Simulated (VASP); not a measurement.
# Al in VASP: notebook

The runs below take Al through single point, with PBEsol.

All numbers are computed with VASP 6.6.1; they aren't measurements. Logs are shortened: lines on timing, memory, paths and dates and some standing lists are left out, and cuts for length are marked.

## 1. The cell of the first run

The cell holds a wire or tube with vacuum around it, 17 atoms: a = 17.500 Å, b = 19.300 Å, c = 2.687 Å, α = 90.00°, β = 90.00°, γ = 90.00°.

## 2. Single point, PBEsol

INCAR reads:

```
SYSTEM = Al
  ALGO = Normal
  EDIFF = 1E-7
  ENCUT = 520
  GGA = PS
  ISIF = 2
  ISMEAR = 0
  LASPH = .TRUE.
  LCHARG = .FALSE.
  LREAL = Auto
  LWAVE = .FALSE.
  NBANDS = 40
  NELM = 80
  PREC = Accurate
  SIGMA = 0.05
```

KPOINTS reads:

```
k-points
0
G
  1 1 19
  0 0 0
```

POSCAR reads:

```
Al
1.0
   17.5000000000      0.0000000000      0.0000000000
    0.0000000000     19.3000000000      0.0000000000
    0.0000000000      0.0000000000      2.6867674697
Al
17
Direct
    0.2620567268      0.5594250474      0.0000000000
    0.2564899865      0.3433189288      0.0000000000
    0.5778011872      0.7653530453      0.0000000000
    0.5796630382      0.5482461503      0.0000000000
    0.5875868699      0.3372893495      0.0000000000
    0.5000000000      0.6529250275      0.5000000000
    0.5000000000      0.4407912806      0.5000000000
    0.5000000000      0.2385809945      0.5000000000
    0.3423197903      0.6605863788      0.5000000000
    0.3315769640      0.4476555242      0.5000000000
    0.6576802097      0.6605863788      0.5000000000
    0.6684230360      0.4476555242      0.5000000000
    0.4221988128      0.7653530453      0.0000000000
    0.4203369618      0.5482461503      0.0000000000
    0.4124131301      0.3372893495      0.0000000000
    0.7379432732      0.5594250474      0.0000000000
    0.7435100135      0.3433189288      0.0000000000
```

Potentials or basis: VASP PAW PBE potentials, release 64 (Al).

Started as:

```
$ cat potpaw_PBE.64/Al/POTCAR > POTCAR
$ mpirun -np 1 vasp_std > vasp.out
```

OUTCAR:

```text
SYSTEM = Al
   EDIFF = 1E-7
   ENCUT = 520
   GGA = PS
   ISIF = 2
   ISMEAR = 0
   LASPH = .TRUE.
   LREAL = Auto
   NELM = 80
   PREC = Accurate

 ion  position               nearest neighbor table
   1  0.262  0.559  0.000-   9 2.75   9 2.75  14 2.78  10 2.82  10 2.82
   2  0.256  0.343  0.000-  15 2.73  10 2.75  10 2.75
   3  0.578  0.765  0.000-  13 2.72  11 2.80  11 2.80   6 2.89   6 2.89
   4  0.580  0.548  0.000-  16 2.78  14 2.79   6 2.80   6 2.80  12 2.83  12 2.83   7 2.84   7 2.84
                            11 2.89  11 2.89
   5  0.588  0.337  0.000-  17 2.73   8 2.79   8 2.79   7 2.85   7 2.85  12 2.89  12 2.89  15 3.07

   6  0.500  0.653  0.500-   9 2.76  11 2.76   4 2.80  14 2.80   4 2.80  14 2.80   3 2.89  13 2.89
                            13 2.89   3 2.89
   7  0.500  0.441  0.500-   4 2.84  14 2.84   4 2.84  14 2.84   5 2.85   5 2.85  15 2.85  15 2.85
                            10 2.95  12 2.95
   8  0.500  0.239  0.500-   5 2.79  15 2.79   5 2.79  15 2.79
   9  0.342  0.661  0.500-   1 2.75   1 2.75   6 2.76  13 2.80  13 2.80  14 2.89  14 2.89
  10  0.332  0.448  0.500-   2 2.75   2 2.75   1 2.82   1 2.82  14 2.83  14 2.83  15 2.89  15 2.89
                             7 2.95
  11  0.658  0.661  0.500-  16 2.75  16 2.75   6 2.76   3 2.80   3 2.80   4 2.89   4 2.89
  12  0.668  0.448  0.500-  17 2.75  17 2.75  16 2.82  16 2.82   4 2.83   4 2.83   5 2.89   5 2.89
                             7 2.95
  13  0.422  0.765  0.000-   3 2.72   9 2.80   9 2.80   6 2.89   6 2.89
  14  0.420  0.548  0.000-   1 2.78   4 2.79   6 2.80   6 2.80  10 2.83  10 2.83   7 2.84   7 2.84
                             9 2.89   9 2.89
  15  0.412  0.337  0.000-   2 2.73   8 2.79   8 2.79   7 2.85   7 2.85  10 2.89  10 2.89   5 3.07

  16  0.738  0.559  0.000-  11 2.75  11 2.75   4 2.78  12 2.82  12 2.82
  17  0.744  0.343  0.000-   5 2.73  12 2.75  12 2.75

  LATTYP: Found a simple orthorhombic cell.
 ALAT       =     2.6867674697
 B/A-ratio  =     6.5134032615
 C/A-ratio  =     7.1833533112

  Lattice vectors:

 A1 = (   0.0000000000,   0.0000000000,   2.6867674697)
 A2 = (  17.5000000000,   0.0000000000,   0.0000000000)
 A3 = (   0.0000000000,  19.3000000000,   0.0000000000)

Analysis of symmetry for initial positions (statically):
=====================================================================
 Subroutine PRICEL returns:
 Original cell was already a primitive cell.

 Routine SETGRP: Setting up the symmetry group for a
 simple orthorhombic supercell.

 Subroutine GETGRP returns: Found  4 space group operations
 (whereof  4 operations were pure point group operations)
 out of a pool of  8 trial point group operations.

The static configuration has the point symmetry C_2v.

Analysis of symmetry for dynamics (positions and initial velocities):
=====================================================================
 Subroutine PRICEL returns:
 Original cell was already a primitive cell.

 Routine SETGRP: Setting up the symmetry group for a
 simple orthorhombic supercell.

 Subroutine GETGRP returns: Found  4 space group operations
 (whereof  4 operations were pure point group operations)
 out of a pool of  8 trial point group operations.

The dynamic configuration has the point symmetry C_2v.

 Subroutine INISYM returns: Found  4 space group operations
 (whereof  4 operations are pure point group operations),
 and found     1 'primitive' translations

----------------------------------------------------------------------------------------

                                     Primitive cell

  volume of cell :     907.4557

  direct lattice vectors                    reciprocal lattice vectors
    17.500000000  0.000000000  0.000000000     0.057142857  0.000000000  0.000000000
     0.000000000 19.300000000  0.000000000     0.000000000  0.051813472  0.000000000
     0.000000000  0.000000000  2.686767470     0.000000000  0.000000000  0.372194472

  length of vectors
    17.500000000 19.300000000  2.686767470     0.057142857  0.051813472  0.372194472

  position of ions in fractional coordinates (direct lattice)
     0.262056727  0.559425047  0.000000000
     0.256489987  0.343318929  0.000000000
     0.577801187  0.765353045  0.000000000
     0.579663038  0.548246150  0.000000000
     0.587586870  0.337289349  0.000000000
     0.500000000  0.652925027  0.500000000
[... 9 lines left out ...]
     0.737943273  0.559425047  0.000000000
     0.743510013  0.343318929  0.000000000

  ion indices of the primitive-cell ions
   primitive index   ion index
                 1           1
                 2           2
                 3           3
                 4           4
                 5           5
                 6           6
[... 9 lines left out ...]
                16          16
                17          17

----------------------------------------------------------------------------------------

 KPOINTS: k-points

Automatic generation of k-mesh.
 Grid dimensions read from file:
 generate k-points for:    1    1   19

 Generating k-lattice:

  Cartesian coordinates                     Fractional coordinates (reciprocal lattice)
     0.057142857  0.000000000  0.000000000     1.000000000  0.000000000  0.000000000
     0.000000000  0.051813472  0.000000000     0.000000000  1.000000000  0.000000000
     0.000000000  0.000000000  0.019589183     0.000000000  0.000000000  0.052631579

  Length of vectors
     0.057142857  0.051813472  0.019589183

  Shift w.r.t. Gamma in fractional coordinates (k-lattice)
     0.000000000  0.000000000  0.000000000

 Subroutine IBZKPT returns following result:
 ===========================================

 Found     10 irreducible k-points:

 Following reciprocal coordinates:
            Coordinates               Weight
  0.000000  0.000000  0.000000      1.000000
  0.000000  0.000000  0.052632      2.000000
  0.000000  0.000000  0.105263      2.000000
  0.000000  0.000000  0.157895      2.000000
  0.000000  0.000000  0.210526      2.000000
  0.000000  0.000000  0.263158      2.000000
  0.000000  0.000000  0.315789      2.000000
  0.000000  0.000000  0.368421      2.000000
  0.000000  0.000000  0.421053      2.000000
  0.000000  0.000000  0.473684      2.000000
   k-points           NKPTS =     10   k-points in BZ     NKDIM =     10   number of bands    NBANDS=     40
   number of dos      NEDOS =    301   number of ions     NIONS =     17
   total plane-waves  NPLWV = 403200
   dimension x,y,z NGX =   140 NGY =  144 NGZ =   20
   dimension x,y,z NGXF=   280 NGYF=  288 NGZF=   40
   ions per type =              17
   NGX,Y,Z   is equivalent  to a cutoff of  13.30, 12.40, 12.38 a.u.
   NGXF,Y,Z  is equivalent  to a cutoff of  26.60, 24.81, 24.75 a.u.
 SYSTEM =  Al
   PREC   = accura    normal or accurate (medium, high low for compatibility)
   ISTART =      0    job   : 0-new  1-cont  2-samecut
   ICHARG =      2    charge: 1-file 2-atom 10-const
   ISPIN  =      1    spin polarized calculation?
   LNONCOLLINEAR =      F non collinear calculations
   LSORBIT =      F    spin-orbit coupling
   LASPH  =      T    aspherical Exc in radial PAW
   ENCUT  =  520.0 eV  38.22 Ry    6.18 a.u.  32.54 35.89  5.00*2*pi/ulx,y,z
   NELM   =     80;   NELMIN=  2; NELMDL= -5     # of ELM steps
   EDIFF  = 0.1E-06   stopping-criterion for ELM
   LREAL  =      T    real-space projection
   EDIFFG = 0.1E-05   stopping-criterion for IOM
   NSW    =      0    number of steps for IOM
   IBRION =     -1    ionic relax: 0-MD 1-quasi-New 2-CG
   NFREE  =      0    steps in history (QN), initial steepest desc. (CG)
   ISIF   =      2    stress and relaxation
   ISYM   =      2    0-nonsym 1-usesym 2-fastsym
   POTIM  = 0.5000    time-step for ionic-motion
   TEBEG  =    0.0;   TEEND  =   0.0 temperature during run
   PSTRESS=    0.0 pullay stress
   NELECT =      51.0000    total number of electrons
   NUPDOWN=      -1.0000    fix difference up-down
   EMIN   =  10.00;   EMAX   =-10.00  energy-range for DOS
   EFERMI =   0.00;   METHOD = LEGACY
   ISMEAR =     0;   SIGMA  =   0.05  broadening in eV -4-tet -1-fermi 0-gaus
   EFERMI_NEDOS =   21; number of points for ismear=-14 and -15
   IALGO  =     38    algorithm
   IMIX   =      4    mixing-type and parameters
     AMIX     =   0.40;   BMIX     =  1.00
     AMIX_MAG =   1.60;   BMIX_MAG =  1.00
  volume/ion in A,a.u.               =      53.38       360.22
  Fermi-wavevector in a.u.,A,eV,Ry     =   0.627080  1.185010  5.350213  0.393230
  Thomas-Fermi vector in A             =   1.688556
   LORBIT       =      0    0 simple, 1 ext, 2 COOP (PROOUT), +10 PAW based schemes
   GGA     = PS    functional components
   LHFCALC =     F    Hartree Fock is set to
   AEXX    =    0.0000 exact exchange contribution
   IVDW    =     0    specifies the selected vdW correction
   LEPSILON=     F    determine dielectric tensor
   LRPA    =     F    only Hartree local field effects (RPA)
 non-spin polarized calculation
 Gauss-broadening in eV      SIGMA  =   0.05
  energy-cutoff  :      520.00
  volume of cell :      907.46
 maximum number of plane-waves:     24584
 NGX is ok and might be reduce to   140
   NGX = 65   NGY = 71   NGZ =  9

 number of electron      51.0000000 magnetization

 Free energy of the ion-electron system (eV)
  ---------------------------------------------------
  ext. energy  EPLUGINS =         0.00000000
  ---------------------------------------------------
  free energy    TOTEN  =       -62.34859962 eV

  energy without entropy =      -62.33909799  energy(sigma->0) =      -62.34384880

 E-fermi :  -0.3647     XC(G=0):  -4.2744

 val. band max:       -0.3664533250   @ k =   0.0000   0.0000   0.1579
 cond. band min:      -0.3512702259   @ k =   0.0000   0.0000   0.4737
 fundamental gap:      0.0151830992
 Fermi energy:        -0.3646582092

 k-point     1 :       0.0000    0.0000    0.0000
  band No.  band energies     occupation
      1     -11.1836      2.00000
      2     -10.2787      2.00000
      3     -10.1950      2.00000
      4      -9.1452      2.00000
      5      -9.0960      2.00000
      6      -8.6192      2.00000
[... 29 lines left out ...]
     36       2.2321      0.00000
     37       2.6951      0.00000
[... 328 lines left out ...]
      6      -4.7674      2.00000
[... 29 lines left out ...]
     36       1.5341      0.00000
     37       1.5532      0.00000
 [bands above 37 left out]

------------------------ aborting loop because EDIFF is reached ----------------------------------------

  FORCE on cell =-STRESS in cart. coord.  units (eV):
  Direction    XX          YY          ZZ          XY          YZ          ZX
  --------------------------------------------------------------------------------------
  -------------------------------------------------------------------------------------
  Total        0.1745739      0.1182409      0.0368772      0.0000000      0.0000000      0.0000000
  in kB        0.3082227      0.2087626      0.0651093      0.0000000      0.0000000      0.0000000
  external PRESSURE =       0.1940315 kB  Pullay stress =       0.0000000 kB

 VOLUME and BASIS-vectors are now :
 -----------------------------------------------------------------------------
  energy-cutoff  :      520.00
  volume of cell :      907.46
      direct lattice vectors                 reciprocal lattice vectors
    17.500000000  0.000000000  0.000000000     0.057142857  0.000000000  0.000000000
     0.000000000 19.300000000  0.000000000     0.000000000  0.051813472  0.000000000
     0.000000000  0.000000000  2.686767470     0.000000000  0.000000000  0.372194472

 POSITION                                       TOTAL-FORCE (eV/Angst)
 -----------------------------------------------------------------------------------
      4.58599     10.79690      0.00000        -0.006288      0.000915      0.000000
      4.48857      6.62606      0.00000        -0.002828     -0.007884      0.000000
     10.11152     14.77131      0.00000         0.004696      0.005121     -0.000000
     10.14410     10.58115      0.00000         0.001074      0.000051      0.000000
     10.28277      6.50968      0.00000         0.000302     -0.003177      0.000000
      8.75000     12.60145      1.34338         0.000000      0.007443      0.000000
[... 9 lines left out ...]
     12.91401     10.79690      0.00000         0.006288      0.000915      0.000000
     13.01143      6.62606      0.00000         0.002828     -0.007884      0.000000
 -----------------------------------------------------------------------------------
    total drift:                                0.000000      0.005208     -0.000000

  FREE ENERGIE OF THE ION-ELECTRON SYSTEM (eV)
  ---------------------------------------------------
  free  energy   TOTEN  =       -62.3485996175 eV

  energy  without entropy=      -62.3390979892  energy(sigma->0) =      -62.34384880
```

It took 6.6 min on 1 thread of Intel Xeon 6975P-C (Granite Rapids), shared host; peak memory 0.84 GiB.

What came out:

| Quantity | Value |
| --- | --- |
| Free energy | -62.3486 eV |
| Largest force | 0.008 eV/Å |
| Band gap on the k mesh | zero (an odd number of electrons rules out a gap without spin polarisation) |

Forces on the atoms (eV/Å):
```
Al  -0.006  0.001  0.000
Al  -0.003 -0.008  0.000
Al   0.005  0.005  0.000
Al   0.001  0.000  0.000
Al   0.000 -0.003  0.000
Al   0.000  0.007  0.000
Al   0.000 -0.003  0.000
Al   0.000 -0.002  0.000
Al  -0.008  0.001  0.000
Al  -0.003  0.003  0.000
Al   0.008  0.001  0.000
Al   0.003  0.003  0.000
Al  -0.005  0.005  0.000
Al  -0.001  0.000  0.000
Al   0.000 -0.003  0.000
Al   0.006  0.001  0.000
Al   0.003 -0.008  0.000
```

Caveat: the PAW data sets were made with another functional, which shifts forces and pressure a little.

## 3. Single point, PBEsol

This run uses another cell than the first one.

INCAR reads:

```
PREC     = Accurate       # precision mode
ENCUT    = 520            # plane-wave cutoff, eV
EDIFF    = 1E-6           # SCF threshold, eV
ISMEAR   = 0              # smearing method
SIGMA    = 0.05           # smearing width, eV
LREAL    = Auto         
LASPH    = T              # aspherical terms in the spheres
NELM     = 100            # most SCF steps
ALGO     = Normal         # electronic algorithm
ISIF     = 2              # what is computed and relaxed
LWAVE    = F              # write WAVECAR
LCHARG   = F              # write CHGCAR
GGA      = PS             # functional
NBANDS   = 40             # bands
```

KPOINTS reads:

```
Automatic mesh
0
Gamma
  1 1 19
```

POSCAR reads:

```
Al
1.0
   17.5000000000      0.0000000000      0.0000000000
    0.0000000000     19.3000000000      0.0000000000
    0.0000000000      0.0000000000      2.8394492406
Al
17
Direct
    0.2566186365      0.5520153838      0.0000000000
    0.2566186365      0.3439538487      0.0000000000
    0.5811271212      0.7600769188      0.0000000000
    0.5811271212      0.5520153838      0.0000000000
    0.5811271212      0.3439538487      0.0000000000
    0.5000000000      0.6560461513      0.5000000000
    0.5000000000      0.4479846162      0.5000000000
    0.5000000000      0.2399230812      0.5000000000
    0.3377457577      0.6560461513      0.5000000000
    0.3377457577      0.4479846162      0.5000000000
    0.6622542423      0.6560461513      0.5000000000
    0.6622542423      0.4479846162      0.5000000000
    0.4188728788      0.7600769188      0.0000000000
    0.4188728788      0.5520153838      0.0000000000
    0.4188728788      0.3439538487      0.0000000000
    0.7433813635      0.5520153838      0.0000000000
    0.7433813635      0.3439538487      0.0000000000
```

Potentials or basis: VASP PAW PBE potentials, release 64 (Al).

Started as:

```
$ cat potpaw_PBE.64/Al/POTCAR > POTCAR
$ mpirun -np 1 vasp_std > vasp.out
```

Wall time 7.2 min (1 thread of Intel Xeon 6975P-C (Granite Rapids), shared host); peak memory 0.93 GiB.

Results (log left out):

```yaml
Free_energy: -61.6809 eV
Largest_force: 0.460 eV/Å
Band_gap_on_the_k_mesh: zero (an odd number of electrons rules out a gap without spin polarisation)
```

Forces on the atoms (eV/Å):
```
Al   0.252  0.084  0.000
Al   0.399  0.230  0.000
Al  -0.175 -0.009  0.000
Al  -0.088 -0.035  0.000
Al   0.102 -0.244  0.000
Al   0.000 -0.060  0.000
Al   0.000  0.006  0.000
Al   0.000  0.267  0.000
Al   0.040  0.052  0.000
Al  -0.184 -0.186  0.000
Al  -0.040  0.052  0.000
Al   0.184 -0.186  0.000
Al   0.175 -0.009  0.000
Al   0.088 -0.035  0.000
Al  -0.102 -0.244  0.000
Al  -0.252  0.084  0.000
Al  -0.399  0.230  0.000
```

Levels at points of the mesh, in eV from the Fermi level:
| k point | band 22 | band 23 | band 24 | band 25 | band 26 | band 27 | band 28 | band 29 |
| --- | --- | --- | --- | --- | --- | --- | --- | --- |
| (0.00, 0.00, 0.00) | -1.46 | -1.13 | -0.86 | -0.34 | -0.19 | -0.17 | 0.55 | 0.84 |

Caveat: the PAW data sets were made with another functional, which shifts forces and pressure a little.
